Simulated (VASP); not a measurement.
Here is a VASP 6.6.1 calculation.

File POSCAR:

```
W
1.0
    2.6424243557      0.0000000000      0.0000000000
    0.0000000000      2.6424243557      0.0000000000
    0.0000000000      0.0000000000      2.6424243557
W
1
Direct
    0.0000000000      0.0000000000      0.0000000000
```

File INCAR.step1:

```
  ALGO = Normal
  EDIFF = 1E-5
  ENCUT = 550
  GGA = PE
  GGA_COMPAT = F
  ISMEAR = 1
  LASPH = T
  LCHARG = F
  LREAL = F
  LWAVE = T
  NBANDS = 13
  NELM = 120
  PREC = Accurate
  SIGMA = 0.1
```

INCAR.step2

```
  ALGO = Normal
  EDIFF = 1E-6
  ENCUT = 550
  GGA_COMPAT = F
  ISIF = 2
  ISMEAR = 1
  ISTART = 1
  LASPH = T
  LCHARG = F
  LMIXTAU = T
  LREAL = F
  LWAVE = F
  METAGGA = R2SCAN
  NBANDS = 13
  NELM = 120
  PREC = Accurate
  SIGMA = 0.1
```

Contents of KPOINTS:

```
k-points
0
Gamma
  8 8 8
```

Potentials or basis: VASP PAW PBE potentials, release 64 (W_sv).

Launch:

```console
$ cat potpaw_PBE.64/W_sv/POTCAR > POTCAR
$ cp INCAR.step1 INCAR
$ mpirun -np 1 vasp_std > vasp.out
$ cp INCAR.step2 INCAR
$ mpirun -np 1 vasp_std > vasp.out
```

**Question.** What does it give for the pressure?

**Answer.** -1.9 GPa.

**Question.** What does it give for the band gap on the k mesh?

**Answer.** Zero (bands 7 and 8 overlap by 2.34 eV).

Caveat: the PAW data sets were made with another functional, which shifts forces and pressure a little; spin-orbit coupling is left out, which moves the levels of the heavy elements.
